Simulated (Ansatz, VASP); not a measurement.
**Al3In5N8: VASP beside Ansatz**

```xyz
16
Lattice="0.0000 0.0099 -5.4084 -6.7267 0.0000 0.0000 3.3633 5.8846 -0.0106" Properties=species:S:1:pos:R:3 pbc="T T T"
Al   -3.3296    1.9551   -0.0156
Al   -0.0338    1.9551   -0.0156
Al   -1.6817    1.0163   -2.7325
In   -1.6817    4.9240   -0.0373
In    1.6817    4.9858   -0.0277
In   -5.0450    1.0398   -2.7220
In    0.0140    3.8535   -2.7280
In   -3.3774    3.8535   -2.7280
N    -3.2120    1.8547   -3.5180
N    -0.1513    1.8547   -3.5180
N    -1.6817    4.9203   -3.3194
N     1.6817    5.0791   -3.2749
N    -1.6817    1.1624   -0.7834
N    -5.0450    1.1603   -0.5428
N     0.0203    3.7560   -0.5819
N    -3.3836    3.7560   -0.5819
```

Alike in both runs: functional PBEsol; k mesh 4 × 3 × 3; occupations gaussian, width 0.1 eV; no spin polarisation.

Ansatz relaxed the structure, and its values are those at the end. VASP's run is a single point on that final structure, the one shown.

```csv
,VASP,Ansatz
version,VASP 6.6.1,Ansatz 0.2.0
potentials or method,"VASP PAW PBE potentials, release 64 (Al, In_d, N), cutoff 520 eV","scalar-relativistic, plane waves, PAW"
valence electrons in the cell,114,114
```

```csv
,VASP,Ansatz,Ansatz less VASP
gap on the k mesh at the Fermi level (eV),0.77,0.78,+0.007
least direct gap on the mesh (eV),0.77,0.78,+0.007
pressure (GPa),0.1,0.0,-0.12
rms of the force components (eV/Å),0.011,0.008,-0.0034
```

VASP's potentials were made for PBE, not for PBEsol.
